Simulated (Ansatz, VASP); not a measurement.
## Au: VASP beside Ansatz

```xyz
1
Lattice="-1.7401 1.7401 1.6987 1.7401 -1.7401 1.6987 1.7401 1.7401 -1.6987" Properties=species:S:1:pos:R:3 pbc="T T T"
Au    0.0000    0.0000    0.0000
```

Change from the starting cell: strain +0.050 along x and y, +0.025 along z, atoms carried along.

Alike in both runs: task single point; functional r2SCAN; k mesh 20 × 20 × 20; occupations gaussian, width 0.15 eV; no spin polarisation.

```csv
,VASP,Ansatz
version,VASP 6.6.1,Ansatz 0.2.0
potentials or method,"VASP PAW PBE potentials, release 64 (Au), cutoff 520 eV","scalar-relativistic, plane waves, PAW"
valence electrons in the cell,11,19
```

|  | VASP | Ansatz | Ansatz less VASP |
| --- | --- | --- | --- |
| gap on the k mesh at the Fermi level (eV) | none | none | - |
| pressure (GPa) | -14.6 | -14.7 | -0.08 |
| traceless stress, the component that is largest in VASP (GPa) | -0.08 | -0.08 | +0.003 |

VASP's potentials were made for PBE, not for r2SCAN. A gap of «none» marks a metal or a gap that the smearing closes. VASP's potentials hold 11 valence electrons a cell and Ansatz's 19, so a difference there can come from the potentials and not from the codes.

Spin-orbit coupling is off throughout.
